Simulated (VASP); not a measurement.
# Sb (P6_3/mmc) in VASP: notebook, part 2 of 2

VASP 6.6.1. Earlier steps stand in the parts before.

### 4 Single point, LDA

This run uses another cell than the first one, of 25.59 Å³/atom, 0.906 times its volume.

INCAR reads:

```
SYSTEM = Sb
PREC = Accurate
ENCUT = 520
EDIFF = 1E-6
ISMEAR = -1
SIGMA = 0.05
LREAL = .False.
LASPH = .True.
NELM = 60
ALGO = Normal
ISIF = 2
LWAVE = .False.
LCHARG = .False.
NBANDS = 12
```

KPOINTS reads:

```
Automatic mesh
0
Gamma
  9 9 5
  0 0 0
```

POSCAR reads:

```
Sb
1.0
    3.3091953418      0.0000000000      0.0000000000
   -1.6545976709      2.8658472321      0.0000000000
    0.0000000000      0.0000000000      5.3962304974
Sb
2
Direct
    0.6666666667      0.3333333333      0.7500000000
    0.3333333333      0.6666666667      0.2500000000
```

Potentials or basis: VASP PAW LDA potentials, release 64 (Sb).

On the command line:

```bash
$ cat potpaw_LDA.64/Sb/POTCAR > POTCAR
$ mpirun -np 1 vasp_std > vasp.out
```

OUTCAR:

```text
SYSTEM = Sb
   PREC = Accurate
   ENCUT = 520
   EDIFF = 1E-6
   ISMEAR = -1
   LREAL = .False.
   LASPH = .True.
   NELM = 60
   ISIF = 2

 ion  position               nearest neighbor table
   1  0.667  0.333  0.750-   2 3.31   2 3.31   2 3.31   2 3.31   2 3.31   2 3.31
   2  0.333  0.667  0.250-   1 3.31   1 3.31   1 3.31   1 3.31   1 3.31   1 3.31

  LATTYP: Found a hexagonal cell.
 ALAT       =     3.3091953418
 C/A-ratio  =     1.6306775334

  Lattice vectors:

 A1 = (   3.3091953418,   0.0000000000,   0.0000000000)
 A2 = (  -1.6545976709,   2.8658472321,   0.0000000000)
 A3 = (   0.0000000000,   0.0000000000,   5.3962304974)

Analysis of symmetry for initial positions (statically):
=====================================================================
 Subroutine PRICEL returns:
 Original cell was already a primitive cell.

 Routine SETGRP: Setting up the symmetry group for a
 hexagonal supercell.

 Subroutine GETGRP returns: Found 24 space group operations
 (whereof 12 operations were pure point group operations)
 out of a pool of 24 trial point group operations.

The static configuration has the point symmetry D_3d.
 The point group associated with its full space group is D_6h.

Analysis of symmetry for dynamics (positions and initial velocities):
=====================================================================
 Subroutine PRICEL returns:
 Original cell was already a primitive cell.

 Routine SETGRP: Setting up the symmetry group for a
 hexagonal supercell.

 Subroutine GETGRP returns: Found 24 space group operations
 (whereof 12 operations were pure point group operations)
 out of a pool of 24 trial point group operations.

The dynamic configuration has the point symmetry D_3d.
 The point group associated with its full space group is D_6h.

 Subroutine INISYM returns: Found 24 space group operations
 (whereof 12 operations are pure point group operations),
 and found     1 'primitive' translations

[... 119 lines left out ...]
   GGA     = CA    functional components
   LHFCALC =     F    Hartree Fock is set to
   AEXX    =    0.0000 exact exchange contribution
   IVDW    =     0    specifies the selected vdW correction
   LEPSILON=     F    determine dielectric tensor
   LRPA    =     F    only Hartree local field effects (RPA)
 non-spin polarized calculation
  energy-cutoff  :      520.00
  volume of cell :       51.18
 maximum number of plane-waves:      1398
 NGX is ok and might be reduce to    28
   NGX = 13   NGY = 13   NGZ = 21

 number of electron      10.0000000 magnetization

 number of electron       9.9999999 magnetization

 Free energy of the ion-electron system (eV)
  ---------------------------------------------------
  ext. energy  EPLUGINS =         0.00000000
  ---------------------------------------------------
  free energy    TOTEN  =        -9.16236203 eV

  energy without entropy =       -9.15134700  energy(sigma->0) =       -9.15685452

 E-fermi :   8.9956     XC(G=0): -10.5923

 val. band max:        8.9759720821   @ k =   0.2222   0.0000   0.4000
 cond. band min:       9.0346113080   @ k =   0.2222   0.0000   0.4000
 fundamental gap:      0.0586392259
 Fermi energy:         8.9956370502

 k-point     1 :       0.0000    0.0000    0.0000
  band No.  band energies     occupation
      1      -4.2564      2.00000
      2      -0.2269      2.00000
      3       2.9705      2.00000
      4      12.8250      0.00000
      5      12.8250      0.00000
      6      14.5414      0.00000
      7      14.5414      0.00000
      8      14.8130      0.00000
      9      16.9752      0.00000
     10      18.0692      0.00000
     11      19.0522      0.00000
     12      19.0522      0.00000
[... 331 lines left out ...]
 k-point    24 :       0.3333    0.3333    0.2000
  band No.  band energies     occupation
      1       0.9284      2.00000
      2       0.9284      2.00000
      3       4.6145      2.00000
      4       5.7225      2.00000
      5       5.7225      2.00000
      6       7.3344      2.00000
      7       9.8042      0.00000
      8       9.8042      0.00000
      9      13.6055      0.00000
     10      19.5732      0.00000
     11      19.5732      0.00000
     12      21.3197      0.00000

 [... further k-points ...]
[... 5 lines left out ...]
  --------------------------------------------------------------------------------------
  -------------------------------------------------------------------------------------
  Total       -0.0083899     -0.0083899     -0.0453112      0.0000000      0.0000000      0.0000000
  in kB       -0.2626634     -0.2626634     -1.4185674      0.0000000      0.0000000      0.0000000
  external PRESSURE =      -0.6479648 kB  Pullay stress =       0.0000000 kB

 VOLUME and BASIS-vectors are now :
 -----------------------------------------------------------------------------
  energy-cutoff  :      520.00
  volume of cell :       51.18
      direct lattice vectors                 reciprocal lattice vectors
     3.309195342  0.000000000  0.000000000     0.302188265  0.174468476  0.000000000
    -1.654597671  2.865847232  0.000000000     0.000000000  0.348936953  0.000000000
     0.000000000  0.000000000  5.396230497     0.000000000  0.000000000  0.185314545

 POSITION                                       TOTAL-FORCE (eV/Angst)
 -----------------------------------------------------------------------------------
      1.65460      0.95528      4.04717        -0.000000     -0.000000      0.000000
     -0.00000      1.91056      1.34906         0.000000      0.000000      0.000000
 -----------------------------------------------------------------------------------
    total drift:                               -0.000000      0.000000      0.000000

  FREE ENERGIE OF THE ION-ELECTRON SYSTEM (eV)
  ---------------------------------------------------
  free  energy   TOTEN  =        -9.1623620347 eV

  energy  without entropy=       -9.1513469972  energy(sigma->0) =       -9.15685452
```

stdout:

```text
POSCAR found type information on POSCAR Sb
 POSCAR found :  1 types and       2 ions
 scaLAPACK will be used
 LDA part: xc-table for (Slater(with rela. corr.)+CA(PZ))
 , standard interpolation
 POSCAR, INCAR and KPOINTS ok, starting setup
 FFT: planning ... GRIDC
 FFT: planning ... GRID_SOFT
 FFT: planning ... GRID
 WAVECAR not read
 entering main loop
```

Run time: 21 s. Hardware: 1 thread of AMD EPYC 7R13, shared host; peak memory 0.13 GiB.

Results:

| Quantity | Value |
| --- | --- |
| Free energy | -9.1624 eV |
| Pressure | -0.1 GPa |
| Band gap on the k mesh | zero (band 5 reaches 13.41 eV, above the bottom of band 6 at 6.20 eV) |

Stress tensor (GPa, compression positive):
```
-0.03  0.00  0.00
 0.00 -0.03  0.00
 0.00  0.00 -0.14
```

Caveat: spin-orbit coupling is left out, which moves the levels of the heavy elements.

### 5 The runs side by side

| level | potentials or basis | cell | k mesh | grid for exact exchange (PRECFOCK) | gap on the mesh (eV) | pressure (GPa) |
| --- | --- | --- | --- | --- | --- | --- |
| PBE0 | VASP PAW PBE potentials, release 64 (Sb) | a = 3.420, b = 3.420, c = 5.577 Å, angles 90.0, 90.0, 120.0°, 2 atoms | 6 × 6 × 4 | Normal | none | -5.0 |
| LDA | VASP PAW LDA potentials, release 64 (Sb) | a = 3.286, b = 3.286, c = 5.358 Å, angles 90.0, 90.0, 120.0°, 2 atoms | 9 × 9 × 5 | - | none | 1.5 |
| LDA | VASP PAW LDA potentials, release 64 (Sb) | a = 3.309, b = 3.309, c = 5.396 Å, angles 90.0, 90.0, 120.0°, 2 atoms | 9 × 9 × 5 | - | none | -0.1 |

Alike in all rows: task single point; no spin polarisation; cutoff (eV) 520; smearing fermi-dirac 0.05 eV.

Caveats: spin-orbit coupling is left out, which moves the levels of the heavy elements; the PAW data sets were made with another functional, which shifts forces and pressure a little (some runs).

Absolute energies hang on the potentials; compare differences alone.
